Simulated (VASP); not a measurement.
# Te3MoPt (R-3m) in VASP: relaxation of cell and atoms with PBE

Aim: the relaxation of cell and atoms of Te3MoPt with PBE.

Everything below comes from runs of VASP 6.6.1. Logs are shortened: lines on timing, memory, paths and dates and some standing lists are left out, and cuts for length are marked.

### Step 1. The cell of the first run

The structure is trigonal, space group R-3m (No. 166). Conventional cell: a = 6.373 Å, b = 6.373 Å, c = 11.656 Å, α = 90.00°, β = 90.00°, γ = 120.00°. Te (site symmetry 2/m) has 2 Mo at 2.68 Å and 2 Pt at 3.19 Å and 4 Te at 3.19 Å within 3.5 Å. Within 3.5 Å of Mo (site symmetry -3m) lie 6 Te at 2.68 Å. Within 4.3 Å of Pt (site symmetry -3m) lie 12 Te at 3.19 to 4.30 Å and 6 Mo at 4.16 Å.

The cell was generated, and may not be a known phase.

### Step 2. Relaxation of cell and atoms, PBE, collinear spin

Contents of INCAR:

```
SYSTEM = Te3MoPt
ALGO     = Fast           ! electronic algorithm
EDIFF    = 1E-7           ! SCF threshold, eV
EDIFFG   = -0.01          ! ionic threshold
ENCUT    = 600            ! plane-wave cutoff, eV
GGA      = PE             ! functional
IBRION   = 2              ! ionic algorithm
ISIF     = 3              ! what is computed and relaxed
ISMEAR   = 0              ! smearing method
ISPIN    = 2              ! spin polarisation
LASPH    = .True.         ! aspherical terms in the spheres
LCHARG   = .False.        ! write CHGCAR
LMAXMIX  = 4              ! l up to which the mixer works
LORBIT   = 11             ! projections on sites
LREAL    = .False.        ! projectors in reciprocal space
LWAVE    = .False.        ! write WAVECAR
MAGMOM   = 0 0 0 1.28 0   ! initial moments
NELM     = 150            ! most SCF steps
NSW      = 100            ! ionic steps
PREC     = Accurate       ! precision mode
SIGMA    = 0.1            ! smearing width, eV
```

Contents of KPOINTS:

```
k-points
0
Gamma
  6 6 6
  0 0 0
```

Contents of POSCAR:

```
Te3MoPt
1.0
    3.1864122398      1.8396759644      3.8853322144
   -3.1864122398      1.8396759644      3.8853322144
    0.0000000000     -3.6793519288      3.8853322144
Te Mo Pt
3 1 1
Direct
    0.5000000000      0.5000000000      0.0000000000
    0.0000000000      0.5000000000      0.5000000000
    0.5000000000      0.0000000000      0.5000000000
    0.5000000000      0.5000000000      0.5000000000
    0.0000000000      0.0000000000      0.0000000000
```

Potentials or basis: VASP PAW PBE potentials, release 64 (Te, Mo_sv, Pt).

Command:

```console
> cat potpaw_PBE.64/Te/POTCAR potpaw_PBE.64/Mo_sv/POTCAR potpaw_PBE.64/Pt/POTCAR > POTCAR
> mpirun -np 1 vasp_std > vasp.out
```

OUTCAR:

```text
SYSTEM = Te3MoPt
   EDIFF = 1E-7
   EDIFFG = -0.01
   ENCUT = 600
   GGA = PE
   IBRION = 2
   ISIF = 3
   ISMEAR = 0
   ISPIN = 2
   LASPH = .True.
   LORBIT = 11
   LREAL = .False.
   NELM = 150
   NSW = 100
   PREC = Accurate

 ion  position               nearest neighbor table
   1  0.500  0.500  0.000-   4 2.68   4 2.68   5 3.19   5 3.19   3 3.19   3 3.19   2 3.19   2 3.19

   2  0.000  0.500  0.500-   4 2.68   4 2.68   3 3.19   3 3.19   5 3.19   1 3.19   5 3.19   1 3.19

   3  0.500  0.000  0.500-   4 2.68   4 2.68   2 3.19   2 3.19   1 3.19   5 3.19   1 3.19   5 3.19

   4  0.500  0.500  0.500-   2 2.68   3 2.68   3 2.68   2 2.68   1 2.68   1 2.68
   5  0.000  0.000  0.000-   1 3.19   1 3.19   2 3.19   2 3.19   3 3.19   3 3.19

  LATTYP: Found a trigonal (rhomboedric) cell.
 ALAT       =     5.3510220549
 COS(alpha) =     0.2908135373

  Lattice vectors:

 A1 = (   3.1864122398,   1.8396759644,   3.8853322144)
 A2 = (  -3.1864122398,   1.8396759644,   3.8853322144)
 A3 = (   0.0000000000,  -3.6793519288,   3.8853322144)

Analysis of symmetry for initial positions (statically):
=====================================================================
 Subroutine PRICEL returns:
 Original cell was already a primitive cell.

 Routine SETGRP: Setting up the symmetry group for a
 trigonal (rhombohedral) supercell.

 Subroutine GETGRP returns: Found 12 space group operations
 (whereof 12 operations were pure point group operations)
 out of a pool of 12 trial point group operations.

The static configuration has the point symmetry D_3d.

Analysis of symmetry for dynamics (positions and initial velocities):
=====================================================================
 Subroutine PRICEL returns:
 Original cell was already a primitive cell.

 Routine SETGRP: Setting up the symmetry group for a
 trigonal (rhombohedral) supercell.

 Subroutine GETGRP returns: Found 12 space group operations
 (whereof 12 operations were pure point group operations)
 out of a pool of 12 trial point group operations.

The dynamic configuration has the point symmetry D_3d.

Analysis of structural, dynamic, and magnetic symmetry:
=====================================================================
[... 198 lines left out ...]
  FREE ENERGIE OF THE ION-ELECTRON SYSTEM (eV)
  ---------------------------------------------------
  free  energy   TOTEN  =       -22.5584660625 eV

  energy  without entropy=      -22.5250623079  energy(sigma->0) =      -22.54176419

--------------------------------------- Ionic step        2  -------------------------------------------

 number of electron      42.0000000 magnetization      -0.0106567

 number of electron      42.0000000 magnetization       0.0087336

 Free energy of the ion-electron system (eV)
  ---------------------------------------------------
  ext. energy  EPLUGINS =         0.00000000
  ---------------------------------------------------
  free energy    TOTEN  =       -22.55861777 eV

  energy without entropy =      -22.52595446  energy(sigma->0) =      -22.54228611

 E-fermi :   6.8945     XC(G=0):  -9.9679

 val. band max:        6.8916156447   @ k =  -0.1667   0.3333   0.1667
 cond. band min:       6.8963776430   @ k =  -0.3333   0.3333   0.1667
 fundamental gap:      0.0047619984
 Fermi energy:         6.8944934095

 spin component 1

 k-point     1 :       0.0000    0.0000    0.0000
  band No.  band energies     occupation
      1     -54.2345      1.00000
      2     -28.5854      1.00000
      3     -28.3223      1.00000
      4     -28.3223      1.00000
      5      -6.8746      1.00000
      6      -4.1507      1.00000
[... 685 lines left out ...]
     25       8.6430      0.00000
     26       9.3415      0.00000

 [... further k-points ...]

 spin component 2

 k-point     1 :       0.0000    0.0000    0.0000
  band No.  band energies     occupation
      1     -54.2300      1.00000
      2     -28.5797      1.00000
      3     -28.3176      1.00000
      4     -28.3176      1.00000
      5      -6.8743      1.00000
      6      -4.1505      1.00000
[... 685 lines left out ...]
     25       8.6452      0.00000
     26       9.3423      0.00000

 [... further k-points ...]

------------------------ aborting loop because EDIFF is reached ----------------------------------------

  FORCE on cell =-STRESS in cart. coord.  units (eV):
  Direction    XX          YY          ZZ          XY          YZ          ZX
  --------------------------------------------------------------------------------------
  -------------------------------------------------------------------------------------
  Total        0.0053478      0.0053478     -0.0315426      0.0000000      0.0000000     -0.0000000
  in kB        0.0627460      0.0627460     -0.3700888      0.0000000      0.0000000     -0.0000000
  external PRESSURE =      -0.0815323 kB  Pullay stress =       0.0000000 kB

 VOLUME and BASIS-vectors are now :
 -----------------------------------------------------------------------------
  energy-cutoff  :      600.00
  volume of cell :      136.55
      direct lattice vectors                 reciprocal lattice vectors
     3.186133387  1.839514969  3.883143351     0.156930027  0.090603594  0.085841109
    -3.186133387  1.839514969  3.883143351    -0.156930027  0.090603594  0.085841109
     0.000000000 -3.679029937  3.883143351     0.000000000 -0.181207187  0.085841109

 POSITION                                       TOTAL-FORCE (eV/Angst)
 -----------------------------------------------------------------------------------
      0.00000      1.83951      3.88314         0.000000      0.000000      0.000000
     -1.59307     -0.91976      3.88314        -0.000000      0.000000      0.000000
      1.59307     -0.91976      3.88314        -0.000000     -0.000000      0.000000
      0.00000      0.00000      5.82472         0.000000     -0.000000     -0.000000
     -0.00000     -0.00000      0.00000         0.000000      0.000000      0.000000
 -----------------------------------------------------------------------------------
    total drift:                                0.000000      0.000000     -0.000000

  FREE ENERGIE OF THE ION-ELECTRON SYSTEM (eV)
  ---------------------------------------------------
  free  energy   TOTEN  =       -22.5586177682 eV

  energy  without entropy=      -22.5259544602  energy(sigma->0) =      -22.54228611

 reached required accuracy - stopping structural energy minimisation

 total charge

# of ion       s       p       d       tot
------------------------------------------
    1        1.403   1.848   0.079   3.331
    2        1.403   1.848   0.079   3.331
    3        1.403   1.848   0.079   3.331
    4        2.249   6.126   4.097  12.472
    5        0.615   0.129   8.161   8.905
--------------------------------------------------
tot          7.074  11.799  12.497  31.370

 magnetization (x)

# of ion       s       p       d       tot
------------------------------------------
    1       -0.000   0.000   0.000   0.000
    2       -0.000   0.000   0.000   0.000
    3       -0.000   0.000   0.000   0.000
    4        0.000   0.000   0.007   0.007
    5        0.000   0.000   0.000   0.000
--------------------------------------------------
tot          0.000   0.000   0.007   0.007
```

OSZICAR:

```text
N       E                     dE             d eps       ncg     rms          rms(c)
DAV:   1     0.275884299720E+03    0.27588E+03   -0.21880E+04  3840   0.156E+03
DAV:   2    -0.778043055553E+01   -0.28366E+03   -0.27855E+03  4074   0.307E+02
DAV:   3    -0.225781373938E+02   -0.14798E+02   -0.14374E+02  4122   0.615E+01
[... 74 lines left out ...]
RMM:  31    -0.225586159999E+02   -0.89131E-06   -0.45193E-06  4657   0.941E-03    0.391E-03
RMM:  32    -0.225586167822E+02   -0.78229E-06   -0.54246E-06  4788   0.100E-02    0.321E-03
RMM:  33    -0.225586175655E+02   -0.78336E-06   -0.10187E-05  5092   0.139E-02    0.197E-03
RMM:  34    -0.225586177281E+02   -0.16252E-06   -0.13998E-06  3065   0.374E-03    0.204E-03
RMM:  35    -0.225586177682E+02   -0.40122E-07   -0.20135E-07  2062   0.185E-03
   2 F= -.22558618E+02 E0= -.22542286E+02  d E =-.151706E-03  mag=     0.0078
```

CONTCAR:

```text
Te3MoPt
   1.00000000000000
     3.1861333870584136    1.8395149686945802    3.8831433511919484
    -3.1861333870584136    1.8395149686945802    3.8831433511919484
     0.0000000000000000   -3.6790299373891604    3.8831433511919484
  Te              Mo              Pt
     3     1     1
Direct
     0.5000000000000000    0.5000000000000000    0.0000000000000000
     0.0000000000000000    0.5000000000000000    0.5000000000000000
     0.5000000000000000    0.0000000000000000    0.5000000000000000
     0.5000000000000000    0.5000000000000000    0.5000000000000000
     0.0000000000000000    0.0000000000000000    0.0000000000000000

  0.00000000E+00  0.00000000E+00  0.00000000E+00
  0.00000000E+00  0.00000000E+00  0.00000000E+00
  0.00000000E+00  0.00000000E+00  0.00000000E+00
  0.00000000E+00  0.00000000E+00  0.00000000E+00
  0.00000000E+00  0.00000000E+00  0.00000000E+00
```

Run time: 56 min. Hardware: 1 thread of Oxide Virtual Turin-like, shared host; peak memory 0.55 GiB.

Results:

* Free energy: -22.5586 eV
* Relaxed volume: 27.31 Å³/atom
* Relaxed cell: a = 5.349 Å, b = 5.349 Å, c = 5.349 Å, α = 73.11°, β = 73.11°, γ = 73.11°
* Space group after relaxing (to 0.1 Å): R-3m (No. 166)
* Energy gained by relaxing: 0.0 meV/atom
* Ionic steps: 2
* Pressure after relaxing: 0.0 GPa
* Band gap on the k mesh: zero (filled and empty bands overlap)
* Net moment: 0.01 μB per cell
* Valence electrons inside the program's atomic spheres: Te 3.33; Mo 12.47; Pt 8.90

The path:
```tsv
step	energy change (eV)	largest force (eV/Å)	pressure (GPa)	volume (Å³)
1	0.0000	0.0000	-0.03	136.65
2	-0.0002	0.0000	-0.01	136.55
```

Final structure:
```xyz
5
Lattice="3.1861 1.8395 3.8831 -3.1861 1.8395 3.8831 0.0000 -3.6790 3.8831" Properties=species:S:1:pos:R:3 pbc="T T T"
Te    0.0000    1.8395    3.8831
Te   -1.5931   -0.9198    3.8831
Te    1.5931   -0.9198    3.8831
Mo    0.0000    0.0000    5.8247
Pt    0.0000    0.0000    0.0000
```

Caveat: spin-orbit coupling is left out, which moves the levels of the heavy elements.
